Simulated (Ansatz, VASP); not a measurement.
## Two plane-wave programs on WS2

INCAR

```
ALGO = Normal
DIPOL = 0.5 0.5 0.421
EDIFF = 1E-6
ENCUT = 520
GGA = PE
IDIPOL = 3
ISIF = 2
ISMEAR = 0
IVDW = 12
LASPH = True
LCHARG = False
LDIPOL = True
LREAL = False
LWAVE = False
NBANDS = 35
NELM = 100
PREC = Accurate
SIGMA = 0.05
```

Contents of KPOINTS:

```
k-points
0
Gamma
  9 9 1
```

POSCAR

```
WS2
1.0
    3.1595457497      0.0000000000      0.0000000000
   -1.5797728749      2.7362468836      0.0000000000
    0.0000000000      0.0000000000     23.8042575719
S W
4 2
Direct
    0.3333333333      0.6666666667      0.1890418126
    0.3333333333      0.6666666667      0.3214605103
    0.3333333333      0.6666666667      0.5205845529
    0.3333333333      0.6666666667      0.6530032506
    0.6666666667      0.3333333333      0.2552511581
    0.0000000000      1.0000000000      0.5867938984
```

Input for Ansatz:

```yaml
crystal:
  lattice:
    - [3.1595457497, 0.0, 0.0]
    - [-1.5797728749, 2.7362468836, 0.0]
    - [0.0, 0.0, 23.8042575719]
  atoms:
    - { symbol: S, position: [0.3333333333, 0.6666666667, 0.1890418126] }
    - { symbol: W, position: [0.6666666667, 0.3333333333, 0.2552511581] }
    - { symbol: S, position: [0.3333333333, 0.6666666667, 0.3214605103] }
    - { symbol: S, position: [0.3333333333, 0.6666666667, 0.5205845529] }
    - { symbol: W, position: [0.0, 1.0, 0.5867938984] }
    - { symbol: S, position: [0.3333333333, 0.6666666667, 0.6530032506] }
basis:
  ecutwfc: 420
kpoints:
  mp_grid: { grid: [9, 9, 1] }
hamiltonian:
  xc: pbe
  pseudopotentials: { kind: paw, azcp: { folder: soft_1 } }
  dispersion: d3bj
scf:
  occupations: { method: gaussian, width: 0.05 }
output:
  forces: true
  eigenvalues: true
efield:
  axis: 3
  dipole_correction: true
  ramp_width: 0.04
```

Alike in both runs: task single point; functional PBE; dispersion D3(BJ); k mesh 9 × 9 × 1; occupations gaussian, width 0.05 eV; no spin polarisation.

|  | VASP | Ansatz |
| --- | --- | --- |
| version | VASP 6.6.1 | Ansatz 0.2.0 |
| potentials or method | VASP PAW PBE potentials, release 64 (S, W_sv), cutoff 520 eV | scalar-relativistic, plane waves, PAW |
| valence electrons in the cell | 52 | 52 |

|  | VASP | Ansatz | Ansatz less VASP |
| --- | --- | --- | --- |
| gap on the k mesh at the Fermi level (eV) | 1.92 | 1.92 | -0.003 |
| least direct gap on the mesh (eV) | 1.92 | 1.92 | -0.003 |
| rms of the force components (eV/Å) | 0.017 | 0.016 | -0.0007 |

Neither program's run includes spin-orbit coupling.
